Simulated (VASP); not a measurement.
# Te2Pt (P-3m1) in VASP: relaxation of cell and atoms with PBEsol

Aim: the relaxation of cell and atoms of Te2Pt with PBEsol.

Program: VASP 6.6.1. These are calculated values, not measurements. Logs are shortened: lines on timing, memory, paths and dates and some standing lists are left out, and cuts for length are marked.

### 1 The cell of the first run

The structure is trigonal, space group P-3m1 (No. 164). Conventional cell: a = 4.040 Å, b = 4.040 Å, c = 5.172 Å, α = 90.00°, β = 90.00°, γ = 120.00°. Te (site symmetry 3m) has 3 Pt at 2.69 Å and 6 Te at 3.40 to 3.57 Å within 3.6 Å. Pt (site symmetry -3m) has 6 Te at 2.69 Å within 3.6 Å.

### 2 Relaxation of cell and atoms, PBEsol

INCAR

```
SYSTEM = Te2Pt
  PREC = Accurate
  ENCUT = 500
  EDIFF = 1E-7
  ISMEAR = 0
  SIGMA = 0.1
  LREAL = .FALSE.
  LASPH = .TRUE.
  NELM = 120
  ALGO = Normal
  ISIF = 3
  LWAVE = .FALSE.
  LCHARG = .FALSE.
  GGA = PS
  IBRION = 2
  NSW = 80
  EDIFFG = -0.01
  GGA_COMPAT = .FALSE.
  NELMIN = 4
```

KPOINTS

```
regular mesh
0
G
  12 12 8
  0 0 0
```

POSCAR

```
Te2Pt
1.0
    3.4985676510     -2.0199756682      0.0012495636
    3.4985676510      2.0199756682      0.0012495636
   -0.0017885614      0.0000000000      5.1720793517
Te Pt
2 1
Direct
    0.6666622019      0.6666622019      0.7391869521
    0.3333377981      0.3333377981      0.2608130479
    0.0000000000      0.0000000000      0.0000000000
```

Potentials or basis: VASP PAW PBE potentials, release 64 (Te, Pt).

Started as:

```
> cat potpaw_PBE.64/Te/POTCAR potpaw_PBE.64/Pt/POTCAR > POTCAR
> mpirun -np 1 vasp_std > vasp.out
```

OUTCAR:

```text
SYSTEM = Te2Pt
   PREC = Accurate
   ENCUT = 500
   EDIFF = 1E-7
   ISMEAR = 0
   LREAL = .FALSE.
   LASPH = .TRUE.
   NELM = 120
   ISIF = 3
   GGA = PS
   IBRION = 2
   NSW = 80
   EDIFFG = -0.01
   NELMIN = 4

 ion  position               nearest neighbor table
   1  0.667  0.667  0.739-   3 2.69   3 2.69   3 2.69   2 3.40   2 3.40   2 3.40   2 3.57   2 3.57
                             2 3.57
   2  0.333  0.333  0.261-   3 2.69   3 2.69   3 2.69   1 3.40   1 3.40   1 3.40   1 3.57   1 3.57
                             1 3.57
   3  0.000  0.000  0.000-   1 2.69   1 2.69   2 2.69   2 2.69   1 2.69   2 2.69

  LATTYP: Found a simple monoclinic cell.
 ALAT       =     4.0398364905
 B/A-ratio  =     1.2802695538
 C/A-ratio  =     1.0000284283
 COS(beta)  =    -0.5000142142

  Lattice vectors:

 A1 = (   3.4985676510,   2.0199756682,   0.0012495636)
 A2 = (  -0.0017885614,   0.0000000000,   5.1720793517)
 A3 = (   0.0000000000,  -4.0399513364,   0.0000000000)

Analysis of symmetry for initial positions (statically):
=====================================================================
 Subroutine PRICEL returns:
 Original cell was already a primitive cell.

 Routine SETGRP: Setting up the symmetry group for a
 simple monoclinic supercell.

 Subroutine GETGRP returns: Found  2 space group operations
 (whereof  2 operations were pure point group operations)
 out of a pool of  4 trial point group operations.

The static configuration has the point symmetry S_2 .

Analysis of symmetry for dynamics (positions and initial velocities):
=====================================================================
 Subroutine PRICEL returns:
 Original cell was already a primitive cell.

 Routine SETGRP: Setting up the symmetry group for a
 simple monoclinic supercell.

 Subroutine GETGRP returns: Found  2 space group operations
 (whereof  2 operations were pure point group operations)
 out of a pool of  4 trial point group operations.

The dynamic configuration has the point symmetry S_2 .

 Subroutine INISYM returns: Found  2 space group operations
 (whereof  2 operations are pure point group operations),
 and found     1 'primitive' translations

----------------------------------------------------------------------------------------

                                     Primitive cell

  volume of cell :      73.1024

  direct lattice vectors                    reciprocal lattice vectors
     3.498567651 -2.019975668  0.001249564     0.142915612 -0.247527734  0.000049422
     3.498567651  2.019975668  0.001249564     0.142915612  0.247527734  0.000049422
    -0.001788561  0.000000000  5.172079352    -0.000069056  0.000000000  0.193345811

  length of vectors
     4.039836491  4.039836491  5.172079661     0.285823116  0.285823116  0.193345823

  position of ions in fractional coordinates (direct lattice)
     0.666662202  0.666662202  0.739186952
     0.333337798  0.333337798  0.260813048
     0.000000000  0.000000000  0.000000000

  ion indices of the primitive-cell ions
   primitive index   ion index
                 1           1
                 2           2
                 3           3

----------------------------------------------------------------------------------------

 KPOINTS: regular mesh

Automatic generation of k-mesh.
 Grid dimensions read from file:
 generate k-points for:   12   12    8

 Generating k-lattice:

  Cartesian coordinates                     Fractional coordinates (reciprocal lattice)
     0.011909634 -0.020627311  0.000004118     0.083333333 -0.000000000  0.000000000
     0.011909634  0.020627311  0.000004118    -0.000000000  0.083333333  0.000000000
    -0.000008632  0.000000000  0.024168226     0.000000000  0.000000000  0.125000000

  Length of vectors
     0.023818593  0.023818593  0.024168228

  Shift w.r.t. Gamma in fractional coordinates (k-lattice)
     0.000000000  0.000000000  0.000000000

 Subroutine IBZKPT returns following result:
 ===========================================

 Found    580 irreducible k-points:

 Following reciprocal coordinates:
            Coordinates               Weight
  0.000000  0.000000  0.000000      1.000000
  0.083333  0.000000  0.000000      2.000000
 -0.000000 -0.083333  0.000000      2.000000
  0.166667  0.000000  0.000000      2.000000
 -0.000000 -0.166667 -0.000000      2.000000
  0.250000 -0.000000  0.000000      2.000000
[... 16 lines left out ...]
  0.500000  0.083333  0.000000      2.000000
 -0.083333  0.500000  0.000000      2.000000
 [... further k-points ...]
   k-points           NKPTS =    580   k-points in BZ     NKDIM =    580   number of bands    NBANDS=     15
   number of dos      NEDOS =    301   number of ions     NIONS =      3
   total plane-waves  NPLWV =  36000
   dimension x,y,z NGX =    30 NGY =   30 NGZ =   40
   dimension x,y,z NGXF=    60 NGYF=   60 NGZF=   80
   ions per type =               2   1
   NGX,Y,Z   is equivalent  to a cutoff of  12.35, 12.35, 12.86 a.u.
   NGXF,Y,Z  is equivalent  to a cutoff of  24.69, 24.69, 25.71 a.u.
 SYSTEM =  Te2Pt
   PREC   = accura    normal or accurate (medium, high low for compatibility)
   ISTART =      0    job   : 0-new  1-cont  2-samecut
   ICHARG =      2    charge: 1-file 2-atom 10-const
   ISPIN  =      1    spin polarized calculation?
   LNONCOLLINEAR =      F non collinear calculations
   LSORBIT =      F    spin-orbit coupling
   LASPH  =      T    aspherical Exc in radial PAW
   ENCUT  =  500.0 eV  36.75 Ry    6.06 a.u.   7.37  7.37  9.43*2*pi/ulx,y,z
   NELM   =    120;   NELMIN=  4; NELMDL= -5     # of ELM steps
   EDIFF  = 0.1E-06   stopping-criterion for ELM
   LREAL  =      F    real-space projection
   EDIFFG = -.1E-01   stopping-criterion for IOM
   NSW    =     80    number of steps for IOM
   IBRION =      2    ionic relax: 0-MD 1-quasi-New 2-CG
   NFREE  =      1    steps in history (QN), initial steepest desc. (CG)
   ISIF   =      3    stress and relaxation
   ISYM   =      2    0-nonsym 1-usesym 2-fastsym
   POTIM  = 0.5000    time-step for ionic-motion
   TEBEG  =    0.0;   TEEND  =   0.0 temperature during run
   PSTRESS=    0.0 pullay stress
   NELECT =      22.0000    total number of electrons
   NUPDOWN=      -1.0000    fix difference up-down
   EMIN   =  10.00;   EMAX   =-10.00  energy-range for DOS
   EFERMI =   0.00;   METHOD = LEGACY
   ISMEAR =     0;   SIGMA  =   0.10  broadening in eV -4-tet -1-fermi 0-gaus
   EFERMI_NEDOS =   21; number of points for ismear=-14 and -15
   IALGO  =     38    algorithm
   IMIX   =      4    mixing-type and parameters
     AMIX     =   0.40;   BMIX     =  1.00
     AMIX_MAG =   1.60;   BMIX_MAG =  1.00
  volume/ion in A,a.u.               =      24.37       164.44
  Fermi-wavevector in a.u.,A,eV,Ry     =   1.097081  2.073182 16.375778  1.203586
  Thomas-Fermi vector in A             =   2.233434
   LORBIT       =      0    0 simple, 1 ext, 2 COOP (PROOUT), +10 PAW based schemes
   GGA     = PS    functional components
   LHFCALC =     F    Hartree Fock is set to
   AEXX    =    0.0000 exact exchange contribution
   IVDW    =     0    specifies the selected vdW correction
   LEPSILON=     F    determine dielectric tensor
   LRPA    =     F    only Hartree local field effects (RPA)
 conjugate gradient relaxation of ions
 non-spin polarized calculation
 Gauss-broadening in eV      SIGMA  =   0.10
  energy-cutoff  :      500.00
  volume of cell :       73.10
 maximum number of plane-waves:      1891
 NGX is ok and might be reduce to    30
   NGX = 15   NGY = 15   NGZ = 19

--------------------------------------- Ionic step        1  -------------------------------------------

 number of electron      21.9999995 magnetization

 Free energy of the ion-electron system (eV)
  ---------------------------------------------------
  ext. energy  EPLUGINS =         0.00000000
  ---------------------------------------------------
  free energy    TOTEN  =       -15.26464242 eV

  energy without entropy =      -15.25772094  energy(sigma->0) =      -15.26118168

------------------------ aborting loop because EDIFF is reached ----------------------------------------

  FORCE on cell =-STRESS in cart. coord.  units (eV):
  Direction    XX          YY          ZZ          XY          YZ          ZX
  --------------------------------------------------------------------------------------
  -------------------------------------------------------------------------------------
  Total       -0.0190713     -0.0204295     -0.1473287      0.0000005     -0.0000002     -0.0001215
  in kB       -0.4179826     -0.4477512     -3.2289860      0.0000107     -0.0000049     -0.0026633
  external PRESSURE =      -1.3649066 kB  Pullay stress =       0.0000000 kB

 VOLUME and BASIS-vectors are now :
 -----------------------------------------------------------------------------
  energy-cutoff  :      500.00
  volume of cell :       73.10
      direct lattice vectors                 reciprocal lattice vectors
     3.498567651 -2.019975668  0.001249564     0.142915612 -0.247527734  0.000049422
     3.498567651  2.019975668  0.001249564     0.142915612  0.247527734  0.000049422
    -0.001788561  0.000000000  5.172079352    -0.000069056  0.000000000  0.193345811
[... 223 lines left out ...]
 POSITION                                       TOTAL-FORCE (eV/Angst)
 -----------------------------------------------------------------------------------
      4.66900      0.00000      3.78813        -0.000009      0.000000     -0.012061
      2.33471      0.00000      1.34582         0.000009     -0.000000      0.012061
      0.00000      0.00000      0.00000         0.000000     -0.000000      0.000000
 -----------------------------------------------------------------------------------
    total drift:                                0.000000      0.000000     -0.000000

  FREE ENERGIE OF THE ION-ELECTRON SYSTEM (eV)
  ---------------------------------------------------
  free  energy   TOTEN  =       -15.2653594323 eV

  energy  without entropy=      -15.2583489661  energy(sigma->0) =      -15.26185420

--------------------------------------- Ionic step        8  -------------------------------------------

 number of electron      21.9999996 magnetization

 Free energy of the ion-electron system (eV)
  ---------------------------------------------------
  ext. energy  EPLUGINS =         0.00000000
  ---------------------------------------------------
  free energy    TOTEN  =       -15.26538220 eV

  energy without entropy =      -15.25834888  energy(sigma->0) =      -15.26186554

 E-fermi :   8.6607     XC(G=0): -10.7333

 val. band max:        8.6520578112   @ k =   0.4167   0.3333   0.2500
 cond. band min:       8.6712161679   @ k =  -0.0000  -0.0833  -0.3750
 fundamental gap:      0.0191583567
 Fermi energy:         8.6607302900

 k-point     1 :       0.0000    0.0000    0.0000
  band No.  band energies     occupation
      1      -5.4559      2.00000
      2      -1.8949      2.00000
      3       1.8836      2.00000
      4       2.9221      2.00000
      5       2.9222      2.00000
      6       4.9146      2.00000
      7       4.9146      2.00000
      8       6.0112      2.00000
      9       8.1702      2.00000
     10       8.1702      2.00000
     11       9.5654      0.00000
     12       9.5654      0.00000
     13      10.2714      0.00000
     14      11.1809      0.00000
     15      12.8233      0.00000
[... 397 lines left out ...]
 k-point    24 :      -0.0833    0.5000    0.0000
  band No.  band energies     occupation
      1      -3.6185      2.00000
      2      -3.0139      2.00000
      3       2.0296      2.00000
      4       3.4813      2.00000
      5       3.8748      2.00000
      6       4.4205      2.00000
      7       4.7872      2.00000
      8       5.2248      2.00000
      9       5.3756      2.00000
     10       5.6464      2.00000
     11       6.4643      2.00000
     12       8.7802      0.09117
     13      10.7854      0.00000
     14      12.3535      0.00000
     15      13.5494      0.00000

 [... further k-points ...]
[... 5 lines left out ...]
  --------------------------------------------------------------------------------------
  -------------------------------------------------------------------------------------
  Total       -0.0109688     -0.0117171     -0.0015526      0.0000004     -0.0000006      0.0007007
  in kB       -0.2417870     -0.2582810     -0.0342237      0.0000087     -0.0000123      0.0154455
  external PRESSURE =      -0.1780972 kB  Pullay stress =       0.0000000 kB

 VOLUME and BASIS-vectors are now :
 -----------------------------------------------------------------------------
  energy-cutoff  :      500.00
  volume of cell :       72.68
      direct lattice vectors                 reciprocal lattice vectors
     3.501839227 -2.021794302  0.001191424     0.142782093 -0.247305080  0.000051796
     3.501839212  2.021794274  0.001191447     0.142782095  0.247305081  0.000051795
    -0.001862035  0.000000010  5.133023485    -0.000066283 -0.000000001  0.194816930

 POSITION                                       TOTAL-FORCE (eV/Angst)
 -----------------------------------------------------------------------------------
      4.66774     -0.00000      3.78809        -0.000136      0.000000     -0.001774
      2.33407      0.00000      1.34732         0.000136     -0.000000      0.001774
      3.49998     -2.02179      5.13421        -0.000000     -0.000000      0.000000
 -----------------------------------------------------------------------------------
    total drift:                               -0.000000      0.000000     -0.000000

  FREE ENERGIE OF THE ION-ELECTRON SYSTEM (eV)
  ---------------------------------------------------
  free  energy   TOTEN  =       -15.2653822008 eV

  energy  without entropy=      -15.2583488831  energy(sigma->0) =      -15.26186554

 reached required accuracy - stopping structural energy minimisation
```

It took 17 min on 1 thread of Intel Xeon 6975P-C (Granite Rapids), shared host; peak memory 0.73 GiB.

Results:

```
Free energy                           : -15.2654 eV
Relaxed volume                        : 24.23 Å³/atom
Relaxed cell                          : a = 4.044 Å, b = 4.044 Å, c = 5.133 Å, α = 90.00°, β = 90.00°, γ = 60.00°
Space group after relaxing (to 0.1 Å) : P-3m1 (No. 164)
Energy gained by relaxing             : 0.2 meV/atom
Ionic steps                           : 8
Pressure after relaxing               : 0.0 GPa
Band gap on the k mesh                : zero (bands 11 and 12 overlap by 1.33 eV)
```

The path:
| step | energy change (eV) | largest force (eV/Å) | pressure (GPa) | volume (Å³) |
| --- | --- | --- | --- | --- |
| 1 | 0.0000 | 0.0211 | -0.14 | 73.10 |
| 2 | -0.0003 | 0.0415 | 0.10 | 72.88 |
| 3 | -0.0003 | 0.0485 | 0.18 | 72.81 |
| 4 | -0.0004 | 0.0427 | 0.15 | 72.79 |
| 5 | -0.0007 | 0.0239 | 0.04 | 72.73 |
| 6 | -0.0007 | 0.0155 | -0.01 | 72.71 |
| 7 | -0.0007 | 0.0121 | -0.01 | 72.70 |
| 8 | -0.0007 | 0.0018 | -0.02 | 72.68 |

Final structure:
```
Te Pt
1.0
     3.50184   -2.02179    0.00119
     3.50184    2.02179    0.00119
    -0.00186    0.00000    5.13302
Te Pt
2 1
Cartesian
  4.6677 0.0000 3.7881
  2.3341 0.0000 1.3473
  3.5000 -2.0218 5.1342
```

Caveat: the PAW data sets were made with another functional, which shifts forces and pressure a little; spin-orbit coupling is left out, which moves the levels of the heavy elements.
